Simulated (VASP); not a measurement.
A run of VASP 6.6.1 is set up as follows.

Contents of INCAR:

```
PREC = Accurate
ENCUT = 520
EDIFF = 1E-7
ISMEAR = -1
SIGMA = 0.1
LREAL = False
LASPH = True
NELM = 60
ALGO = Normal
ISIF = 2
LWAVE = False
LCHARG = False
GGA = PS
NBANDS = 26
```

The input KPOINTS:

```
regular mesh
0
Gamma
  9 9 3
```

File POSCAR:

```
K
1.0
    4.5273419546      0.0000000000      0.0000000000
   -2.2636709773      3.9207931443      0.0000000000
    0.0000000000      0.0000000000     14.7862988236
K
4
Direct
    0.0000000000      0.0000000000      0.0000000000
    0.0000000000      0.0000000000      0.5000000000
    0.3333333333      0.6666666667      0.2500000000
    0.6666666667      0.3333333333      0.7500000000
```

Potentials or basis: VASP PAW PBE potentials, release 64 (K_sv).

Command:

```sh
$ cat potpaw_PBE.64/K_sv/POTCAR > POTCAR
$ mpirun -np 1 vasp_std > vasp.out
```

(1) What does it give for the band gap on the k mesh?

(2) What does it give for the pressure?

## Answers

(1) zero (band 18 reaches 0.97 eV, above the bottom of band 19 at -1.45 eV).

(2) 0.3 GPa.

Caveat: the PAW data sets were made with another functional, which shifts forces and pressure a little.
